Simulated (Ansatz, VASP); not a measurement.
# Two plane-wave programs on KMgF3

File INCAR:

```
SYSTEM = KMgF3
  ALGO = Normal
  EDIFF = 1E-6
  ENCUT = 520
  GGA = PS
  ISIF = 2
  ISMEAR = 0
  LASPH = .TRUE.
  LCHARG = .TRUE.
  LELF = .TRUE.
  LREAL = .FALSE.
  LVHAR = .TRUE.
  LWAVE = .FALSE.
  NBANDS = 24
  NELM = 100
  PREC = Accurate
  SIGMA = 0.05
```

KPOINTS

```
k-points
0
G
  6 6 6
  0 0 0
```

POSCAR

```
KMgF3
1.0
    4.2077838605      0.0000000000      0.0000000000
    0.0000000000      4.2077838605      0.0000000000
    0.0000000000      0.0000000000      3.5766162814
K Mg F
1 1 3
Direct
    0.5000000000      0.5000000000      0.5000000000
    0.0000000000      0.0000000000      0.0000000000
    0.5000000000      0.0000000000      0.0000000000
    0.0000000000      0.5000000000      0.0000000000
    0.0000000000      0.0000000000      0.5000000000
```

Input for Ansatz:

```yaml
crystal:
  lattice:
    - [4.2077838605, 0.0, 0.0]
    - [0.0, 4.2077838605, 0.0]
    - [0.0, 0.0, 3.5766162814]
  atoms:
    - { symbol: K, position: [0.5, 0.5, 0.5] }
    - { symbol: Mg, position: [0.0, 0.0, 0.0] }
    - { symbol: F, position: [0.5, 0.0, 0.0] }
    - { symbol: F, position: [0.0, 0.5, 0.0] }
    - { symbol: F, position: [0.0, 0.0, 0.5] }
basis:
  ecutwfc: 420
kpoints:
  mp_grid: { grid: [6, 6, 6] }
hamiltonian:
  xc: pbesol
scf:
  occupations: { method: gaussian, width: 0.05 }
output:
  forces: true
  stress: true
  eigenvalues: true
  write_density: true
  write_potential: true
  elf: true
  volumetric_format: npy
```

Alike in both runs: task single point; functional PBEsol; k mesh 6 × 6 × 6; occupations gaussian, width 0.05 eV; no spin polarisation.

|  | VASP | Ansatz |
| --- | --- | --- |
| version | VASP 6.6.1 | Ansatz 0.2.0 |
| potentials or method | VASP PAW PBE potentials, release 64 (K_sv, Mg, F), cutoff 520 eV | scalar-relativistic, plane waves, PAW |
| valence electrons in the cell | 32 | 40 |

VASP gave:

```
gap on the k mesh at the Fermi level (eV)                     : 7.05
least direct gap on the mesh (eV)                             : 7.29
pressure (GPa)                                                : 3.4
traceless stress, the component that is largest in VASP (GPa) : 14.87
```

Task: Estimate Ansatz's values.

Result: gap on the k mesh at the Fermi level (eV): 7.08; least direct gap on the mesh (eV): 7.31; pressure (GPa): 3.6; traceless stress, the component that is largest in VASP (GPa): 14.72.

VASP's potentials were made for PBE, not for PBEsol. With one functional, cell and mesh, what is left measures potentials, basis and numerics. VASP's potentials hold 32 valence electrons a cell and Ansatz's 40, so a difference there can come from the potentials and not from the codes.
